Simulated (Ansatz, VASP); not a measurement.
# One calculation of C, two programs

Contents of INCAR:

```
PREC = Accurate
ENCUT = 520
EDIFF = 1E-6
ISMEAR = 0
SIGMA = 0.02
LREAL = False
LASPH = True
NELM = 60
ALGO = Normal
ISIF = 2
LWAVE = False
LCHARG = False
GGA = PE
NBANDS = 11
```

The input KPOINTS:

```
regular mesh
0
Gamma
  12 12 12
```

File POSCAR:

```
C
1.0
    0.0000000000      1.8645982020      1.8645982020
    1.8645982020      0.0000000000      1.8645982020
    1.8645982020      1.8645982020      0.0000000000
C
2
Direct
    0.5000000000      0.5000000000      0.5000000000
    0.7500000000      0.7500000000      0.7500000000
```

Input for Ansatz:

```yaml
crystal:
  lattice:
    - [0.0, 1.864598202, 1.864598202]
    - [1.864598202, 0.0, 1.864598202]
    - [1.864598202, 1.864598202, 0.0]
  atoms:
    - { symbol: C, position: [0.5, 0.5, 0.5] }
    - { symbol: C, position: [0.75, 0.75, 0.75] }
basis:
  ecutwfc: 420
kpoints:
  mp_grid: { grid: [12, 12, 12] }
hamiltonian:
  xc: pbe
scf:
  occupations: { method: gaussian, width: 0.02 }
output:
  forces: true
  stress: true
  eigenvalues: true
```

Alike in both runs: task single point; functional PBE; k mesh 12 × 12 × 12; occupations gaussian, width 0.02 eV; no spin polarisation.

```csv
,VASP,Ansatz
version,VASP 6.6.1,Ansatz 0.2.0
potentials or method,"VASP PAW PBE potentials, release 64 (C), cutoff 520 eV","scalar-relativistic, plane waves, PAW"
valence electrons in the cell,8,8
```

VASP gave:

```
gap on the k mesh at the Fermi level (eV) : 3.86
least direct gap on the mesh (eV)         : 5.22
pressure (GPa)                            : -43.7
```

**Question.** Estimate Ansatz's values.

**Answer.** gap on the k mesh at the Fermi level (eV): 3.87; least direct gap on the mesh (eV): 5.23; pressure (GPa): -44.0.

Both programs put the cell under strong tension, so it lies far from rest at this level.

Noted on VASP's run: the cell as given lies far from equilibrium.
